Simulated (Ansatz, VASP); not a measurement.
# Two plane-wave programs on CsH

```
Cs H
1.0
     0.00000    2.93296    3.18800
     2.93296    0.00000    3.18800
     2.93296    2.93296    0.00000
Cs H
1 1
Direct
  0.00000 0.00000 0.00000
  0.50000 0.50000 0.50000
```

Change from the starting cell: strain -0.080 along x and y, +0.000 along z, atoms carried along.

Alike in both runs: task single point; functional r2SCAN; k mesh 6 × 6 × 6; occupations gaussian, width 0.05 eV; no spin polarisation.

```csv
,VASP,Ansatz
version,VASP 6.6.1,Ansatz 0.2.0
potentials or method,"VASP PAW PBE potentials, release 64 (Cs_sv, H), cutoff 520 eV","scalar-relativistic, plane waves, PAW"
valence electrons in the cell,10,10
```

```csv
,VASP,Ansatz,Ansatz less VASP
gap on the k mesh at the Fermi level (eV),2.36,2.39,+0.030
least direct gap on the mesh (eV),2.36,2.39,+0.030
pressure (GPa),2.6,2.5,-0.10
"traceless stress, the component that is largest in VASP (GPa)",-2.22,-2.17,+0.049
```

VASP's potentials were made for PBE, not for r2SCAN.

Neither program's run includes spin-orbit coupling.
